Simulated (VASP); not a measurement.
Runs of VASP 6.6.1 on BN. The structure is that of space group P6_3/mmc (No. 194), or close to it. The cells are those of the table. 

```csv
task,cell,cutoff (eV),gap on the mesh (eV),pressure (GPa),relaxed volume (Å³/atom)
single point,"a = 2.512, b = 2.512, c = 8.224 Å, angles 90.0, 90.0, 120.0°, 4 atoms",520,4.45,(b),-
relaxation of shape and atoms at fixed volume,"relaxed from a = 2.494, b = 2.494, c = 8.167 Å, angles 90.0, 90.0, 120.0°, 4 atoms",600,4.50,-0.1,11.00
relaxation of shape and atoms at fixed volume,"relaxed from a = 2.495, b = 2.495, c = 8.331 Å, angles 90.0, 90.0, 120.0°, 4 atoms",600,4.46,-0.1,(a)
single point,"a = 2.511, b = 2.511, c = 8.057 Å, angles 90.0, 90.0, 120.0°, 4 atoms",520,4.50,0.3,-
```

Alike in all rows: level PBE; potentials or basis VASP PAW PBE potentials, release 64 (B, N); no spin polarisation; k mesh 16 × 16 × 4; smearing gaussian 0.05 eV.

Problem. Estimate the missing entries.

Solution. (a) 11.23; (b) 0.2.

Caveats: this functional lacks dispersion, which binds the layers, so the pressure and a relaxed spacing across them are unreliable.

A k mesh can miss the band edges.
